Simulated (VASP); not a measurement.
Ni: single point with PBE

Crystal: Ni.

```xyz
1
Lattice="0.0000 1.6884 1.6884 1.6884 0.0000 1.6884 1.6884 1.6884 0.0000" Properties=species:S:1:pos:R:3 pbc="T T T"
Ni    0.0000    0.0000    0.0000
```

This cell differs from its parent crystal: Ti replaced by Ni, lengths x 0.865, strained.

* Program: VASP 6.6.1
* Task: single point
* Functional: PBE
* Potentials or basis: VASP PAW PBE potentials, release 64 (Ni)
* Cutoff: 520 eV
* k mesh: 22 × 22 × 22
* Occupations: gaussian, width 0.1 eV
* Spin: collinear spin, ferromagnetic start
* Starting moments: [0.8] μB

```
Pressure                                              : 32.5 GPa
Net moment                                            : 0.60 μB per cell
Site moments                                          : Ni +0.60 μB
Valence electrons inside the program's atomic spheres : Ni 9.56
```

Levels at points of the mesh, in eV from the Fermi level:
Spin up:
| k point | band 1 | band 2 | band 3 | band 4 | band 5 | band 6 | band 7 | band 8 | band 9 | band 10 |
| --- | --- | --- | --- | --- | --- | --- | --- | --- | --- | --- |
| (0.00, 0.00, 0.00) | -9.90 | -2.76 | -2.76 | -2.76 | -1.37 | -1.37 | 24.75 | 29.59 | 29.59 | 29.59 |
| (0.50, 0.00, 0.00) | -5.55 | -2.76 | -2.76 | -0.57 | -0.57 | -0.53 | 6.60 | 23.18 | 26.88 | 26.88 |
| (0.50, 0.50, 0.00) | -5.45 | -4.89 | -0.52 | -0.40 | -0.40 | 2.53 | 10.37 | 16.01 | 16.01 | 21.35 |
Spin down:
| k point | band 3 | band 4 | band 5 | band 6 | band 7 | band 8 |
| --- | --- | --- | --- | --- | --- | --- |
| (0.00, 0.00, 0.00) | -2.04 | -2.04 | -0.80 | -0.80 | 24.61 | 29.56 |
| (0.50, 0.00, 0.00) | -2.17 | -0.57 | 0.17 | 0.17 | 7.02 | 23.06 |
| (0.50, 0.50, 0.00) | 0.08 | 0.44 | 0.44 | 2.51 | 10.62 | 16.03 |

Wall time 120 s on 1 thread of Intel Xeon 8259CL (shared host), peak memory 0.18 GiB.

Caveat: the cell differs from its parent crystal (Ti replaced by Ni, lengths x 0.865, strained); the cell stands under pressure.
